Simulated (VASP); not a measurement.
Write the native input for VASP 6.6.1 that does the following.

| Item | Value |
| --- | --- |
| Task | single point |
| Functional | LDA |
| Potentials or basis | VASP PAW LDA potentials, release 64 (Ta_pv, F) |
| Cutoff | 520 eV |
| k mesh | 8 × 8 × 1 |
| Occupations | gaussian, width 0.1 eV |
| Spin | no spin polarisation |
| Dipole correction | yes |
| Further INCAR settings | ALGO = Normal; EDIFF = 1e-06; NBANDS = 34 |

The structure of Ta4F lies in POSCAR:

```
Ta4F
1.0
    3.2528501167      0.0000000000      0.0000000000
    0.0000000000      3.2528501167      0.0000000000
    0.0000000000      0.0000000000     20.2133955742
Ta F
4 1
Direct
    0.5000000000      0.5000000000      0.1978885727
    0.0000000000      0.0000000000      0.2783513061
    0.5000000000      0.5000000000      0.3580225065
    0.0000000000      0.0000000000      0.4310703534
    0.0000000000      0.2500000000      0.5151397563
```

These files were run (other wordings do the same):

INCAR

```
SYSTEM = Ta4F
PREC     = Accurate       ! precision mode
ENCUT    = 520            ! plane-wave cutoff, eV
EDIFF    = 1E-6           ! SCF threshold, eV
ISMEAR   = 0              ! smearing method
SIGMA    = 0.1            ! smearing width, eV
LREAL    = .False.        ! projectors in reciprocal space
LASPH    = .True.         ! aspherical terms in the spheres
NELM     = 100            ! most SCF steps
ALGO     = Normal         ! electronic algorithm
ISIF     = 2              ! what is computed and relaxed
LWAVE    = .False.        ! write WAVECAR
LCHARG   = .False.        ! write CHGCAR
LDIPOL   = .True.       
IDIPOL   = 3            
DIPOL    = 0.5 0.5 0.356
GGA      = CA             ! functional
NBANDS   = 34             ! bands
```

KPOINTS

```
Automatic mesh
0
Gamma
  8 8 1
  0 0 0
```

Potentials or basis: VASP PAW LDA potentials, release 64 (Ta_pv, F).

Launch:

```sh
$ cat potpaw_LDA.64/Ta_pv/POTCAR potpaw_LDA.64/F/POTCAR > POTCAR
$ mpirun -np 1 vasp_std > vasp.out
```

Results of the run:

```
Largest force          : 1.504 eV/Å
Band gap on the k mesh : zero (an odd number of electrons rules out a gap without spin polarisation)
```

Caveat: spin-orbit coupling is left out, which moves the levels of the heavy elements; an odd number of electrons without spin polarisation forces a metal; a magnetic or distorted state may lie lower.

Run time: 110 s on 1 thread of Intel(R) Xeon(R) 6975P-C (Granite Rapids) (shared host), peak memory 0.31 GiB.
